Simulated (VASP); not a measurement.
# HfO2 (Fm-3m) in VASP: notebook, part 2 of 2

VASP 6.6.1. The steps go on from the part before.

## (3) Relaxation of volume and atoms at fixed shape, LDA

This run uses another cell than the first one, of 11.15 Å³/atom.

File INCAR:

```
  PREC = Accurate
  ENCUT = 600
  EDIFF = 1E-6
  ISMEAR = 0
  SIGMA = 0.01
  LREAL = F
  LASPH = T
  NELM = 80
  ALGO = Normal
  ISIF = 8
  LWAVE = F
  LCHARG = F
  IBRION = 2
  NSW = 80
  EDIFFG = -0.03
```

File KPOINTS:

```
regular mesh
0
Gamma
  7 7 7
```

File POSCAR:

```
HfO2
1.0
    0.0000000000      2.5575000000      2.5575000000
    2.5575000000      0.0000000000      2.5575000000
    2.5575000000      2.5575000000      0.0000000000
Hf O
1 2
Direct
    0.0000000000      0.0000000000      0.0000000000
    0.2500000000      0.2500000000      0.2500000000
    0.7500000000      0.7500000000      0.7500000000
```

Potentials or basis: VASP PAW LDA potentials, release 64 (Hf_pv, O).

Started as:

```bash
cat potpaw_LDA.64/Hf_pv/POTCAR potpaw_LDA.64/O/POTCAR > POTCAR
mpirun -np 1 vasp_std > vasp.out
```

OUTCAR:

```text
PREC = Accurate
   ENCUT = 600
   EDIFF = 1E-6
   ISMEAR = 0
   LREAL = F
   LASPH = T
   NELM = 80
   ISIF = 8
   IBRION = 2
   NSW = 80
   EDIFFG = -0.03

 ion  position               nearest neighbor table
   1  0.000  0.000  0.000-   3 2.21   3 2.21   3 2.21   2 2.21   3 2.21   2 2.21   2 2.21   2 2.21

   2  0.250  0.250  0.250-   1 2.21   1 2.21   1 2.21   1 2.21
   3  0.750  0.750  0.750-   1 2.21   1 2.21   1 2.21   1 2.21

  LATTYP: Found a face centered cubic cell.
 ALAT       =     5.1150000000

  Lattice vectors:

 A1 = (   0.0000000000,   2.5575000000,   2.5575000000)
 A2 = (   2.5575000000,   0.0000000000,   2.5575000000)
 A3 = (   2.5575000000,   2.5575000000,   0.0000000000)

Analysis of symmetry for initial positions (statically):
=====================================================================
 Subroutine PRICEL returns:
 Original cell was already a primitive cell.

 Routine SETGRP: Setting up the symmetry group for a
 face centered cubic supercell.

 Subroutine GETGRP returns: Found 48 space group operations
 (whereof 48 operations were pure point group operations)
 out of a pool of 48 trial point group operations.

[... 152 lines left out ...]

 number of electron      21.9999993 magnetization

 Free energy of the ion-electron system (eV)
  ---------------------------------------------------
  ext. energy  EPLUGINS =         0.00000000
  ---------------------------------------------------
  free energy    TOTEN  =       -32.91620211 eV

  energy without entropy =      -32.91620211  energy(sigma->0) =      -32.91620211

------------------------ aborting loop because EDIFF is reached ----------------------------------------

  FORCE on cell =-STRESS in cart. coord.  units (eV):
  Direction    XX          YY          ZZ          XY          YZ          ZX
  --------------------------------------------------------------------------------------
  -------------------------------------------------------------------------------------
  Total       -4.0855523     -4.0855523     -4.0855523     -0.0000000      0.0000000      0.0000000
  in kB     -195.6520658   -195.6520658   -195.6520658     -0.0000000      0.0000000      0.0000000
  external PRESSURE =    -195.6520658 kB  Pullay stress =       0.0000000 kB
[... 98 lines left out ...]
--------------------------------------- Ionic step        4  -------------------------------------------

 number of electron      22.0000003 magnetization

 Free energy of the ion-electron system (eV)
  ---------------------------------------------------
  ext. energy  EPLUGINS =         0.00000000
  ---------------------------------------------------
  free energy    TOTEN  =       -33.08553477 eV

  energy without entropy =      -33.08553477  energy(sigma->0) =      -33.08553477

 E-fermi :   4.5045     XC(G=0): -12.5921

 val. band max:        4.4288321298   @ k =  -0.4286   0.4286   0.0000
 cond. band min:       8.3315765666   @ k =   0.0000   0.0000   0.0000
 fundamental gap:      3.9027444368
 Fermi energy:         4.5045154703

 k-point     1 :       0.0000    0.0000    0.0000
  band No.  band energies     occupation
      1     -24.7310      2.00000
      2     -24.7310      2.00000
      3     -24.7310      2.00000
      4     -14.2875      2.00000
      5     -10.8487      2.00000
      6      -1.2175      2.00000
      7      -1.2175      2.00000
      8      -1.2175      2.00000
      9       3.8872      2.00000
     10       3.8872      2.00000
     11       3.8872      2.00000
     12       8.3316      0.00000
     13       8.3316      0.00000
     14      10.6457      0.00000
[... 371 lines left out ...]
  FREE ENERGIE OF THE ION-ELECTRON SYSTEM (eV)
  ---------------------------------------------------
  free  energy   TOTEN  =       -33.0855347742 eV

  energy  without entropy=      -33.0855347742  energy(sigma->0) =      -33.08553477

 reached required accuracy - stopping structural energy minimisation
```

It took 33 s on 1 thread of Intel Xeon Platinum 8259CL at 2.50GHz (Skylake/Cascade Lake), shared host; peak memory 0.16 GiB.

What came out:

```yaml
Free_energy: -33.0855 eV
Relaxed_volume: 10.30 Å³/atom
Relaxed_cell: a = 3.522 Å, b = 3.522 Å, c = 3.522 Å, α = 60.00°, β = 60.00°, γ = 60.00°
Space_group_after_relaxing_to_0.1_Å: Fm-3m (No. 225)
Energy_gained_by_relaxing: 56.4 meV/atom
Ionic_steps: 4
Pressure_after_relaxing: -0.2 GPa
Band_gap_on_the_k_mesh: 3.90 eV (least direct gap 4.13 eV)
```

Step by step:
| step | energy change (eV) | largest force (eV/Å) | pressure (GPa) | volume (Å³) |
| --- | --- | --- | --- | --- |
| 1 | 0.0000 | 0.0000 | -19.57 | 33.46 |
| 2 | 0.2999 | 0.0000 | 46.71 | 27.29 |
| 3 | -0.1691 | 0.0000 | -0.72 | 30.96 |
| 4 | -0.1693 | 0.0000 | -0.22 | 30.89 |

Final structure:
```
CELL_PARAMETERS angstrom
0.00000 2.49049 2.49049
2.49049 0.00000 2.49049
2.49049 2.49049 0.00000
ATOMIC_POSITIONS crystal
Hf 0.00000 0.00000 0.00000
O 0.25000 0.25000 0.25000
O 0.75000 0.75000 0.75000
```

Caveat: spin-orbit coupling is left out, which moves the levels of the heavy elements; an odd mesh through Γ misses points on the zone boundary, where band edges can lie.
